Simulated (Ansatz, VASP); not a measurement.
# Two plane-wave programs on Al2P3

```
CELL_PARAMETERS angstrom
4.29134 0.00000 0.00000
-2.14567 3.71641 0.00000
0.00000 0.00000 6.78447
ATOMIC_POSITIONS crystal
Al 0.33333 0.66667 0.23500
Al 0.66667 0.33333 0.76500
P 0.33333 0.66667 0.63000
P 0.66667 0.33333 0.37000
P 0.00000 0.00000 0.00000
```

Change from the starting cell: species swapped into the Mg3Sb2 type (P-3m1, No. 164).

Alike in both runs: task single point; functional PBE; k mesh 6 × 6 × 4; occupations gaussian, width 0.1 eV; no spin polarisation.

```csv
,VASP,Ansatz
version,VASP 6.6.1,Ansatz 0.2.0
potentials or method,"VASP PAW PBE potentials, release 64 (Al, P), cutoff 520 eV","scalar-relativistic, plane waves, PAW"
valence electrons in the cell,21,21
```

|  | VASP | Ansatz | Ansatz less VASP |
| --- | --- | --- | --- |
| gap on the k mesh at the Fermi level (eV) | none | none | - |
| pressure (GPa) | -11.1 | -11.1 | +0.04 |
| traceless stress, the component that is largest in VASP (GPa) | 2.59 | 2.59 | 0.000 |
| rms of the force components (eV/Å) | 0.151 | 0.151 | +0.0003 |

Atom by atom the forces differ by 0.001 eV/Å (rms over components). A gap of «none» marks a metal or a gap that the smearing closes.
